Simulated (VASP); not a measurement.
# Ge2HS2 in VASP: notebook

Ge2HS2 is run at these levels: PBE; tasks: single point.

Everything below comes from runs of VASP 6.6.1. Logs are shortened: lines on timing, memory, paths and dates and some standing lists are left out, and cuts for length are marked.

## (1) The cell of the first run

The cell holds a wire or tube with vacuum around it, 20 atoms: a = 23.400 Å, b = 10.700 Å, c = 6.052 Å, α = 90.00°, β = 90.00°, γ = 90.00°.

## (2) Single point, PBE

Contents of INCAR:

```
PREC = Accurate
ENCUT = 410
EDIFF = 1E-6
ISMEAR = 0
SIGMA = 0.05
LREAL = False
LASPH = True
NELM = 120
ALGO = Normal
ISIF = 2
LWAVE = False
LCHARG = False
GGA = PE
NBANDS = 98
GGA_COMPAT = False
```

Contents of KPOINTS:

```
Automatic mesh
0
Gamma
  1 1 6
```

Contents of POSCAR:

```
Ge2HS2
1.0
   23.4000000000      0.0000000000      0.0000000000
    0.0000000000     10.7000000000      0.0000000000
    0.0000000000      0.0000000000      6.0522930934
Ge S H
8 8 4
Direct
    0.7613253347      0.4367836115      0.3333333333
    0.6119965720      0.4367836115      0.3333333333
    0.6866609533      0.4367836115      0.8333333333
    0.4626678093      0.4367836115      0.3333333333
    0.5373321907      0.4367836115      0.8333333333
    0.3133390467      0.4367836115      0.3333333333
    0.3880034280      0.4367836115      0.8333333333
    0.2386746653      0.4367836115      0.8333333333
    0.6866609533      0.5632163885      0.1666666667
    0.7613253347      0.5632163885      0.6666666667
    0.5373321907      0.5632163885      0.1666666667
    0.6119965720      0.5632163885      0.6666666667
    0.3880034280      0.5632163885      0.1666666667
    0.4626678093      0.5632163885      0.6666666667
    0.2386746653      0.5632163885      0.1666666667
    0.3133390467      0.5632163885      0.6666666667
    0.8086624296      0.5169417840      0.2276669410
    0.1913375704      0.5169417840      0.7276669410
    0.8028221387      0.4929478606      0.7592962964
    0.1971778613      0.4929478606      0.2592962964
```

Potentials or basis: VASP PAW PBE potentials, release 64 (Ge_d, S, H).

The run is started by

```sh
$ cat potpaw_PBE.64/Ge_d/POTCAR potpaw_PBE.64/S/POTCAR potpaw_PBE.64/H/POTCAR > POTCAR
$ mpirun -np 1 vasp_std > vasp.out
```

OUTCAR:

```text
PREC = Accurate
   ENCUT = 410
   EDIFF = 1E-6
   ISMEAR = 0
   LREAL = False
   LASPH = True
   NELM = 120
   ISIF = 2
   GGA = PE

 ion  position               nearest neighbor table
   1  0.761  0.437  0.333-  17 1.54  10 2.43   9 2.43
   2  0.612  0.437  0.333-   9 2.43  11 2.43  12 2.43
   3  0.687  0.437  0.833-  12 2.43   9 2.43  10 2.43
   4  0.463  0.437  0.333-  13 2.43  14 2.43  11 2.43
   5  0.537  0.437  0.833-  12 2.43  11 2.43  14 2.43
   6  0.313  0.437  0.333-  13 2.43  16 2.43  15 2.43
[... 8 lines left out ...]
  15  0.239  0.563  0.167-  20 1.35   8 2.43   6 2.43
  16  0.313  0.563  0.667-   7 2.43   6 2.43   8 2.43
  17  0.809  0.517  0.228-   1 1.54
  18  0.191  0.517  0.728-   8 1.54
  19  0.803  0.493  0.759-  10 1.35
  20  0.197  0.493  0.259-  15 1.35

  LATTYP: Found a simple orthorhombic cell.
 ALAT       =     6.0522930934
 B/A-ratio  =     1.7679249559
 C/A-ratio  =     3.8663031745

  Lattice vectors:

 A1 = (   0.0000000000,   0.0000000000,  -6.0522930934)
 A2 = (   0.0000000000,  10.7000000000,   0.0000000000)
 A3 = (  23.4000000000,   0.0000000000,   0.0000000000)

Analysis of symmetry for initial positions (statically):
=====================================================================
 Subroutine PRICEL returns:
 Original cell was already a primitive cell.

 Routine SETGRP: Setting up the symmetry group for a
 simple orthorhombic supercell.

 Subroutine GETGRP returns: Found  2 space group operations
 (whereof  1 operations were pure point group operations)
 out of a pool of  8 trial point group operations.

The static configuration has the point symmetry C_1 .
 The point group associated with its full space group is C_1h.

Analysis of symmetry for dynamics (positions and initial velocities):
=====================================================================
 Subroutine PRICEL returns:
 Original cell was already a primitive cell.

 Routine SETGRP: Setting up the symmetry group for a
 simple orthorhombic supercell.

 Subroutine GETGRP returns: Found  2 space group operations
 (whereof  1 operations were pure point group operations)
 out of a pool of  8 trial point group operations.

The dynamic configuration has the point symmetry C_1 .
 The point group associated with its full space group is C_1h.

 Subroutine INISYM returns: Found  2 space group operations
 (whereof  1 operations are pure point group operations),
 and found     1 'primitive' translations

----------------------------------------------------------------------------------------

                                     Primitive cell

  volume of cell :    1515.3731

  direct lattice vectors                    reciprocal lattice vectors
    23.400000000  0.000000000  0.000000000     0.042735043  0.000000000  0.000000000
     0.000000000 10.700000000  0.000000000     0.000000000  0.093457944  0.000000000
     0.000000000  0.000000000  6.052293093     0.000000000  0.000000000  0.165226631

  length of vectors
    23.400000000 10.700000000  6.052293093     0.042735043  0.093457944  0.165226631

  position of ions in fractional coordinates (direct lattice)
     0.761325335  0.436783611  0.333333333
     0.611996572  0.436783611  0.333333333
     0.686660953  0.436783611  0.833333333
     0.462667809  0.436783611  0.333333333
     0.537332191  0.436783611  0.833333333
     0.313339047  0.436783611  0.333333333
[... 12 lines left out ...]
     0.802822139  0.492947861  0.759296296
     0.197177861  0.492947861  0.259296296

  ion indices of the primitive-cell ions
   primitive index   ion index
                 1           1
                 2           2
                 3           3
                 4           4
                 5           5
                 6           6
[... 12 lines left out ...]
                19          19
                20          20

----------------------------------------------------------------------------------------

 KPOINTS: Automatic mesh

Automatic generation of k-mesh.
 Grid dimensions read from file:
 generate k-points for:    1    1    6

 Generating k-lattice:

  Cartesian coordinates                     Fractional coordinates (reciprocal lattice)
     0.042735043  0.000000000  0.000000000     1.000000000  0.000000000  0.000000000
     0.000000000  0.093457944  0.000000000     0.000000000  1.000000000  0.000000000
     0.000000000  0.000000000  0.027537772     0.000000000  0.000000000  0.166666667

  Length of vectors
     0.042735043  0.093457944  0.027537772

  Shift w.r.t. Gamma in fractional coordinates (k-lattice)
     0.000000000  0.000000000  0.000000000

 Subroutine IBZKPT returns following result:
 ===========================================

 Found      4 irreducible k-points:

 Following reciprocal coordinates:
            Coordinates               Weight
  0.000000  0.000000  0.000000      1.000000
  0.000000  0.000000  0.166667      2.000000
  0.000000  0.000000  0.333333      2.000000
  0.000000  0.000000  0.500000      1.000000
   k-points           NKPTS =      4   k-points in BZ     NKDIM =      4   number of bands    NBANDS=     98
   number of dos      NEDOS =    301   number of ions     NIONS =     20
   total plane-waves  NPLWV = 460800
   dimension x,y,z NGX =   160 NGY =   72 NGZ =   40
   dimension x,y,z NGXF=   320 NGYF=  144 NGZF=   80
   ions per type =               8   8   4
   NGX,Y,Z   is equivalent  to a cutoff of  11.37, 11.19, 10.99 a.u.
   NGXF,Y,Z  is equivalent  to a cutoff of  22.73, 22.37, 21.97 a.u.
 SYSTEM =  unknown system
   PREC   = accura    normal or accurate (medium, high low for compatibility)
   ISTART =      0    job   : 0-new  1-cont  2-samecut
   ICHARG =      2    charge: 1-file 2-atom 10-const
   ISPIN  =      1    spin polarized calculation?
   LNONCOLLINEAR =      F non collinear calculations
   LSORBIT =      F    spin-orbit coupling
   LASPH  =      T    aspherical Exc in radial PAW
   ENCUT  =  410.0 eV  30.13 Ry    5.49 a.u.  38.63 17.67  9.99*2*pi/ulx,y,z
   NELM   =    120;   NELMIN=  2; NELMDL= -5     # of ELM steps
   EDIFF  = 0.1E-05   stopping-criterion for ELM
   LREAL  =      F    real-space projection
   EDIFFG = 0.1E-04   stopping-criterion for IOM
   NSW    =      0    number of steps for IOM
   IBRION =     -1    ionic relax: 0-MD 1-quasi-New 2-CG
   NFREE  =      0    steps in history (QN), initial steepest desc. (CG)
   ISIF   =      2    stress and relaxation
   ISYM   =      2    0-nonsym 1-usesym 2-fastsym
   POTIM  = 0.5000    time-step for ionic-motion
   TEBEG  =    0.0;   TEEND  =   0.0 temperature during run
   PSTRESS=    0.0 pullay stress
   NELECT =     164.0000    total number of electrons
   NUPDOWN=      -1.0000    fix difference up-down
   EMIN   =  10.00;   EMAX   =-10.00  energy-range for DOS
   EFERMI =   0.00;   METHOD = LEGACY
   ISMEAR =     0;   SIGMA  =   0.05  broadening in eV -4-tet -1-fermi 0-gaus
   EFERMI_NEDOS =   21; number of points for ismear=-14 and -15
   IALGO  =     38    algorithm
   IMIX   =      4    mixing-type and parameters
     AMIX     =   0.40;   BMIX     =  1.00
     AMIX_MAG =   1.60;   BMIX_MAG =  1.00
  volume/ion in A,a.u.               =      75.77       511.31
  Fermi-wavevector in a.u.,A,eV,Ry     =   0.780159  1.474286  8.281152  0.608647
  Thomas-Fermi vector in A             =   1.883412
   LORBIT       =      0    0 simple, 1 ext, 2 COOP (PROOUT), +10 PAW based schemes
   GGA     = PE    functional components
   LHFCALC =     F    Hartree Fock is set to
   AEXX    =    0.0000 exact exchange contribution
   IVDW    =     0    specifies the selected vdW correction
   LEPSILON=     F    determine dielectric tensor
   LRPA    =     F    only Hartree local field effects (RPA)
 non-spin polarized calculation
 Gauss-broadening in eV      SIGMA  =   0.05
  energy-cutoff  :      410.00
  volume of cell :     1515.37
 maximum number of plane-waves:     28676
 NGX is ok and might be reduce to   160
   NGX = 77   NGY = 35   NGZ = 19

 number of electron     164.0000048 magnetization

 Free energy of the ion-electron system (eV)
  ---------------------------------------------------
  ext. energy  EPLUGINS =         0.00000000
  ---------------------------------------------------
  free energy    TOTEN  =       -84.49933884 eV

  energy without entropy =      -84.49933884  energy(sigma->0) =      -84.49933884

 E-fermi :  -3.1566     XC(G=0):  -3.3108

 val. band max:       -3.4056254060   @ k =   0.0000   0.0000   0.5000
 cond. band min:      -0.9624394684   @ k =   0.0000   0.0000   0.3333
 fundamental gap:      2.4431859376
 Fermi energy:        -3.1566205489

 k-point     1 :       0.0000    0.0000    0.0000
  band No.  band energies     occupation
      1     -27.2322      2.00000
      2     -27.2322      2.00000
      3     -27.2248      2.00000
      4     -27.2248      2.00000
      5     -27.1756      2.00000
      6     -27.1756      2.00000
[... 86 lines left out ...]
     93       0.7468      0.00000
     94       0.7513      0.00000

 k-point     2 :       0.0000    0.0000    0.1667
  band No.  band energies     occupation
      1     -27.2323      2.00000
      2     -27.2323      2.00000
      3     -27.2249      2.00000
      4     -27.2249      2.00000
      5     -27.1756      2.00000
      6     -27.1756      2.00000
[... 86 lines left out ...]
     93       0.8264      0.00000
     94       0.9186      0.00000

 k-point     3 :       0.0000    0.0000    0.3333
  band No.  band energies     occupation
      1     -27.2324      2.00000
      2     -27.2324      2.00000
      3     -27.2249      2.00000
      4     -27.2249      2.00000
      5     -27.1756      2.00000
      6     -27.1756      2.00000
[... 86 lines left out ...]
     93       0.7895      0.00000
     94       0.9491      0.00000

 k-point     4 :       0.0000    0.0000    0.5000
  band No.  band energies     occupation
      1     -27.2325      2.00000
      2     -27.2325      2.00000
      3     -27.2250      2.00000
      4     -27.2250      2.00000
      5     -27.1756      2.00000
      6     -27.1756      2.00000
[... 86 lines left out ...]
     93       0.7883      0.00000
     94       0.7883      0.00000
 [bands above 94 left out]

------------------------ aborting loop because EDIFF is reached ----------------------------------------

  FORCE on cell =-STRESS in cart. coord.  units (eV):
  Direction    XX          YY          ZZ          XY          YZ          ZX
  --------------------------------------------------------------------------------------
  -------------------------------------------------------------------------------------
  Total        0.3487820      1.9596472      0.8923446      0.0000000     -0.2766511      0.0000000
  in kB        0.3687611      2.0719004      0.9434603      0.0000000     -0.2924984      0.0000000
  external PRESSURE =       1.1280406 kB  Pullay stress =       0.0000000 kB

 VOLUME and BASIS-vectors are now :
 -----------------------------------------------------------------------------
  energy-cutoff  :      410.00
  volume of cell :     1515.37
      direct lattice vectors                 reciprocal lattice vectors
    23.400000000  0.000000000  0.000000000     0.042735043  0.000000000  0.000000000
     0.000000000 10.700000000  0.000000000     0.000000000  0.093457944  0.000000000
     0.000000000  0.000000000  6.052293093     0.000000000  0.000000000  0.165226631

 POSITION                                       TOTAL-FORCE (eV/Angst)
 -----------------------------------------------------------------------------------
     17.81501      4.67358      2.01743        -0.717917     -0.942245      0.084380
     14.32072      4.67358      2.01743         0.137624     -0.059505     -0.087666
     16.06787      4.67358      5.04358        -0.156014     -0.174063      0.157789
     10.82643      4.67358      2.01743         0.036767     -0.023713      0.033189
     12.57357      4.67358      5.04358        -0.036767     -0.023713      0.033189
      7.33213      4.67358      2.01743         0.156014     -0.174063      0.157789
[... 12 lines left out ...]
     18.78604      5.27454      4.59548         0.089125     -0.052894      0.076625
      4.61396      5.27454      1.56934        -0.089125     -0.052894      0.076625
 -----------------------------------------------------------------------------------
    total drift:                               -0.000000      0.014203      0.000086

  FREE ENERGIE OF THE ION-ELECTRON SYSTEM (eV)
  ---------------------------------------------------
  free  energy   TOTEN  =       -84.4993388357 eV

  energy  without entropy=      -84.4993388357  energy(sigma->0) =      -84.49933884
```

It took 16 min on 1 thread of Intel Xeon Platinum 8488C (Sapphire Rapids), shared host; peak memory 1.1 GiB.

Results:

| Quantity | Value |
| --- | --- |
| Free energy | -84.4993 eV |
| Largest force | 1.188 eV/Å |
| Band gap on the k mesh | 2.44 eV (least direct gap 2.45 eV) |

Forces in eV/Å, atoms in the order of the input:
```
Ge  -0.718 -0.942  0.084
Ge   0.138 -0.060 -0.088
Ge  -0.156 -0.174  0.158
Ge   0.037 -0.024  0.033
Ge  -0.037 -0.024  0.033
Ge   0.156 -0.174  0.158
Ge  -0.138 -0.060 -0.088
Ge   0.718 -0.942  0.084
S   -0.039  0.049  0.074
S    0.041  0.472  0.027
S   -0.114  0.047 -0.018
S    0.131  0.072  0.004
S   -0.131  0.072  0.004
S    0.114  0.047 -0.018
S   -0.041  0.472  0.027
S    0.039  0.049  0.074
H    0.598  0.613 -0.351
H   -0.598  0.613 -0.351
H    0.089 -0.053  0.077
H   -0.089 -0.053  0.077
```

## (3) Single point, PBE

This run uses another cell than the first one.

Contents of INCAR:

```
SYSTEM = Ge2HS2
ALGO     = Normal         ! electronic algorithm
EDIFF    = 1E-6           ! SCF threshold, eV
ENCUT    = 410            ! plane-wave cutoff, eV
GGA      = PE             ! functional
GGA_COMPAT= .False.      
ISIF     = 2              ! what is computed and relaxed
ISMEAR   = 0              ! smearing method
LASPH    = .True.         ! aspherical terms in the spheres
LCHARG   = .False.        ! write CHGCAR
LREAL    = .False.        ! projectors in reciprocal space
LWAVE    = .False.        ! write WAVECAR
NBANDS   = 98             ! bands
NELM     = 120            ! most SCF steps
PREC     = Accurate       ! precision mode
SIGMA    = 0.05           ! smearing width, eV
```

Contents of KPOINTS:

```
k-points
0
Gamma
  1 1 6
  0 0 0
```

Contents of POSCAR:

```
Ge2HS2
1.0
   23.4000000000      0.0000000000      0.0000000000
    0.0000000000     10.7000000000      0.0000000000
    0.0000000000      0.0000000000      6.0656770691
Ge S H
8 8 4
Direct
    0.7579255066      0.4293429648      0.3348607929
    0.6123562960      0.4346643755      0.3301832888
    0.6879538153      0.4367605058      0.8383279158
    0.4628398736      0.4342107348      0.3372223646
    0.5371601264      0.4342107348      0.8372223646
    0.3120461847      0.4367605058      0.3383279158
    0.3876437040      0.4346643755      0.8301832888
    0.2420744934      0.4293429648      0.8348607929
    0.6858176923      0.5633856172      0.1707253900
    0.7598103841      0.5705858304      0.6597905549
    0.5362375263      0.5616646357      0.1685020708
    0.6129328403      0.5584432917      0.6681830994
    0.3870671597      0.5584432917      0.1681830994
    0.4637624737      0.5616646357      0.6685020708
    0.2401896159      0.5705858304      0.1597905549
    0.3141823077      0.5633856172      0.6707253900
    0.8074043454      0.5108532784      0.2201853690
    0.1925956546      0.5108532784      0.7201853690
    0.8037926803      0.5099784103      0.7589823912
    0.1962073197      0.5099784103      0.2589823912
```

Potentials or basis: VASP PAW PBE potentials, release 64 (Ge_d, S, H).

The run is started by

```sh
$ cat potpaw_PBE.64/Ge_d/POTCAR potpaw_PBE.64/S/POTCAR potpaw_PBE.64/H/POTCAR > POTCAR
$ mpirun -np 1 vasp_std > vasp.out
```

Run time: 20 min. Hardware: 1 thread of Intel Xeon Platinum 8488C (Sapphire Rapids), shared host; peak memory 1.1 GiB.

The run converged. Its results:

- Free energy: -84.6304 eV
- Largest force: 0.033 eV/Å
- Band gap on the k mesh: 2.60 eV (least direct gap 2.61 eV)

Forces in eV/Å, atoms in the order of the input:
```
Ge  -0.005 -0.013  0.007
Ge  -0.006 -0.017 -0.003
Ge   0.017 -0.004  0.006
Ge  -0.004 -0.011  0.004
Ge   0.004 -0.011  0.004
Ge  -0.017 -0.004  0.006
Ge   0.006 -0.017 -0.003
Ge   0.005 -0.013  0.007
S   -0.003  0.012 -0.010
S    0.023 -0.008  0.020
S   -0.006  0.015 -0.007
S    0.001  0.007  0.002
S   -0.001  0.007  0.002
S    0.006  0.015 -0.007
S   -0.023 -0.008  0.020
S    0.003  0.012 -0.010
H    0.000  0.007 -0.008
H    0.000  0.007 -0.008
H   -0.028  0.013 -0.012
H    0.028  0.013 -0.012
```

Levels at points of the mesh, in eV from the valence-band top:
```
           k point  band 80  band 81  band 82  band 83  band 84  band 85
(0.00, 0.00, 0.00)    -0.13    -0.07    -0.06     2.78     2.79     2.88
(0.00, 0.00, 0.50)    -0.07     0.00     0.00     2.61     2.61     2.96
```
